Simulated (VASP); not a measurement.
A run of VASP 6.6.1:

File INCAR:

```
SYSTEM = Br
PREC     = Accurate       ! precision mode
ENCUT    = 520            ! plane-wave cutoff, eV
EDIFF    = 1E-7           ! SCF threshold, eV
ISMEAR   = 0              ! smearing method
SIGMA    = 0.02           ! smearing width, eV
LREAL    = .FALSE.        ! projectors in reciprocal space
LASPH    = .TRUE.         ! aspherical terms in the spheres
NELM     = 80             ! most SCF steps
ALGO     = Normal         ! electronic algorithm
ISIF     = 2              ! what is computed and relaxed
LWAVE    = .FALSE.        ! write WAVECAR
LCHARG   = .TRUE.         ! write CHGCAR
GGA      = PE             ! functional
IVDW     = 12             ! dispersion correction
LELF     = .TRUE.         ! ELF
LVHAR    = .TRUE.       
NBANDS   = 22             ! bands
```

File KPOINTS:

```
Automatic mesh
0
G
  8 8 4
  0 0 0
```

The input POSCAR:

```
Br
1.0
    3.4940197101     -2.0757497424      0.0000000000
    3.4940197101      2.0757497424      0.0000000000
    0.0000000000      0.0000000000      8.5728337431
Br
4
Direct
    0.1509777243      0.8490222757      0.1191043409
    0.6509777243      0.3490222757      0.3808956591
    0.8490222757      0.1509777243      0.8808956591
    0.3490222757      0.6509777243      0.6191043409
```

Potentials or basis: VASP PAW PBE potentials, release 64 (Br).

Launch:

```sh
$ cat potpaw_PBE.64/Br/POTCAR > POTCAR
$ mpirun -np 1 vasp_std > vasp.out
```

Hardware: 1 thread of Intel(R) Xeon(R) 6975P-C (Granite Rapids) (shared host).

Question: How long does it take, and how much memory?

Answer: Run time: 68 s on 1 thread of Intel(R) Xeon(R) 6975P-C (Granite Rapids), with other jobs on the host, peak memory 0.29 GiB. Counts: scf iterations 15, k points 63.
